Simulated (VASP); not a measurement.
A run of VASP 6.6.1 is set up as follows.

The input INCAR:

```
  PREC = Accurate
  ENCUT = 520
  EDIFF = 1E-7
  ISMEAR = 0
  SIGMA = 0.1
  LREAL = Auto
  LASPH = T
  NELM = 100
  ALGO = Normal
  ISIF = 2
  LWAVE = F
  LCHARG = F
  GGA = PE
  NBANDS = 54
```

Contents of KPOINTS:

```
regular mesh
0
Gamma
  4 4 4
```

File POSCAR:

```
YMg2AgC6N6
1.0
    0.0000000000      5.3960000000      5.3960000000
    5.3960000000      0.0000000000      5.3960000000
    5.3960000000      5.3960000000      0.0000000000
Y Mg Ag C N
1 2 1 6 6
Direct
    0.0000000000      0.0000000000      0.0000000000
    0.2500000000      0.2500000000      0.2500000000
    0.7500000000      0.7500000000      0.7500000000
    0.5000000000      0.5000000000      0.5000000000
    0.8048554500      0.1951445500      0.1951445500
    0.1951445500      0.8048554500      0.1951445500
    0.1951445500      0.1951445500      0.8048554500
    0.1951445500      0.8048554500      0.8048554500
    0.8048554500      0.1951445500      0.8048554500
    0.8048554500      0.8048554500      0.1951445500
    0.6964418100      0.3035581900      0.3035581900
    0.3035581900      0.6964418100      0.3035581900
    0.3035581900      0.3035581900      0.6964418100
    0.3035581900      0.6964418100      0.6964418100
    0.6964418100      0.3035581900      0.6964418100
    0.6964418100      0.6964418100      0.3035581900
```

Potentials or basis: VASP PAW PBE potentials, release 64 (Y_sv, Mg, Ag, C, N).

The run is started by

```console
$ cat potpaw_PBE.64/Y_sv/POTCAR potpaw_PBE.64/Mg/POTCAR potpaw_PBE.64/Ag/POTCAR potpaw_PBE.64/C/POTCAR potpaw_PBE.64/N/POTCAR > POTCAR
$ mpirun -np 1 vasp_std > vasp.out
```

**Question.** What does it give for the largest force?

**Answer.** 4.876 eV/Å.

**Question.** Estimate the pressure.

**Answer.** 18.0 GPa.

Forces on the atoms (eV/Å):
```
Y    0.000  0.000  0.000
Mg   0.000  0.000  0.000
Mg   0.000  0.000  0.000
Ag   0.000  0.000  0.000
C    4.876  0.000  0.000
C    0.000  4.876  0.000
C    0.000  0.000  4.876
C   -4.876  0.000  0.000
C    0.000 -4.876  0.000
C    0.000  0.000 -4.876
N   -0.997  0.000  0.000
N    0.000 -0.997  0.000
N    0.000  0.000 -0.997
N    0.997  0.000  0.000
N    0.000  0.997  0.000
N    0.000  0.000  0.997
```

Caveat: the cell stands under pressure; forces of over 1 eV/Å act on the atoms, so gaps and moduli don't describe the material at rest.
